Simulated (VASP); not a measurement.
# MoSe: single point with RPBE+D3(BJ)

The system is MoSe.

```
CELL_PARAMETERS angstrom
2.93815 0.00000 0.00000
-1.46908 2.54452 0.00000
0.00000 0.00000 3.67822
ATOMIC_POSITIONS crystal
Mo 0.66667 0.33333 0.82194
Se 0.33333 0.66667 0.32194
```

```json
{
  "Program": "VASP 6.6.1",
  "Task": "single point",
  "Functional": "RPBE",
  "Dispersion": "D3(BJ)",
  "Potentials or basis": "VASP PAW PBE potentials, release 64 (Mo_sv, Se)",
  "Cutoff": "520 eV",
  "k mesh": "9 × 9 × 6",
  "Occupations": "fermi-dirac, width 0.05 eV",
  "Spin": "no spin polarisation",
  "Dipole correction": "no",
  "Further INCAR settings": "ALGO = Normal; EDIFF = 1e-06; NBANDS = 17"
}
```

```json
{
  "Pressure": "0.6 GPa",
  "Band gap on the k mesh": "zero (bands 10 and 11 overlap by 2.57 eV)",
  "Dispersion energy per atom": "-3.740 eV"
}
```

Stress tensor (GPa, compression positive):
```
0.56 0.00 0.00
0.00 0.56 0.00
0.00 0.00 0.78
```

Levels at points of the mesh, in eV from the Fermi level:
| k point | band 8 | band 9 | band 10 | band 11 | band 12 | band 13 |
| --- | --- | --- | --- | --- | --- | --- |
| (0.00, 0.00, 0.00) | -2.85 | -2.85 | 0.35 | 0.35 | 2.97 | 2.97 |
| (0.00, 0.00, 0.50) | -1.80 | -1.80 | -1.67 | -1.67 | 2.76 | 2.76 |

Run time: 12 s on 1 thread of AMD EPYC 9R45 96-Core Processor (Zen 5), on a shared host, peak memory 0.14 GiB.

Caveat: the PAW data sets were made with another functional, which shifts forces and pressure a little.
